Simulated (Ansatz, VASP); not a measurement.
Bi2Se3: VASP beside Ansatz

Contents of INCAR:

```
ALGO     = Normal         # electronic algorithm
EDIFF    = 1E-6           # SCF threshold, eV
ENCUT    = 520            # plane-wave cutoff, eV
GGA      = PE             # functional
ISIF     = 2              # what is computed and relaxed
ISMEAR   = -1             # smearing method
LASPH    = True           # aspherical terms in the spheres
LCHARG   = False          # write CHGCAR
LREAL    = False          # projectors in reciprocal space
LWAVE    = False          # write WAVECAR
NBANDS   = 32             # bands
NELM     = 60             # most SCF steps
PREC     = Accurate       # precision mode
SIGMA    = 0.05           # smearing width, eV
```

File KPOINTS:

```
k-points
0
Gamma
  8 8 8
```

File POSCAR:

```
Bi2Se3
1.0
    2.0852189429      1.2039017179      9.6085493036
   -2.0852189429      1.2039017179      9.6085493036
    0.0000000000     -2.4078034360      9.6085493036
Bi Se
2 3
Direct
    0.5992000000      0.5992000000      0.5992000000
    0.4008000000      0.4008000000      0.4008000000
    0.7883000000      0.7883000000      0.7883000000
    0.2117000000      0.2117000000      0.2117000000
    0.0000000000      0.0000000000      0.0000000000
```

input.yaml

```yaml
crystal:
  lattice:
    - [2.0852189429, 1.2039017179, 9.6085493036]
    - [-2.0852189429, 1.2039017179, 9.6085493036]
    - [0.0, -2.407803436, 9.6085493036]
  atoms:
    - { symbol: Bi, position: [0.5992, 0.5992, 0.5992] }
    - { symbol: Bi, position: [0.4008, 0.4008, 0.4008] }
    - { symbol: Se, position: [0.7883, 0.7883, 0.7883] }
    - { symbol: Se, position: [0.2117, 0.2117, 0.2117] }
    - { symbol: Se, position: [0.0, 0.0, 0.0] }
hamiltonian:
  xc: pbe
  pseudopotentials: { kind: nc, source: spms }
kpoints:
  mp_grid: { grid: [8, 8, 8] }
scf:
  occupations: { method: fermi_dirac, width: 0.05 }
output:
  forces: true
  stress: true
  eigenvalues: true
```

Alike in both runs: task single point; functional PBE; k mesh 8 × 8 × 8; occupations fermi-dirac, width 0.05 eV; no spin polarisation.

|  | VASP | Ansatz |
| --- | --- | --- |
| version | VASP 6.6.1 | Ansatz 0.2.0 |
| potentials or method | VASP PAW PBE potentials, release 64 (Bi_d, Se) | SPMS NC |
| plane-wave cutoff (eV) | 520 | 816 |
| valence electrons in the cell | 48 | 78 |

Ansatz gave:

```
gap on the k mesh at the Fermi level (eV) : 0.22
least direct gap on the mesh (eV)         : 0.22
pressure (GPa)                            : 1.4
rms of the force components (eV/Å)        : 0.045
```

Question: Which values does VASP return?

Answer: gap on the k mesh at the Fermi level (eV): 0.23; least direct gap on the mesh (eV): 0.23; pressure (GPa): 1.3; rms of the force components (eV/Å): 0.040.

Atom by atom the forces differ by 0.007 eV/Å (rms over components). With one functional, cell and mesh, what is left measures potentials, basis and numerics. VASP's potentials hold 48 valence electrons a cell and Ansatz's 78, so a difference there can come from the potentials and not from the codes.

Spin-orbit coupling is off throughout.
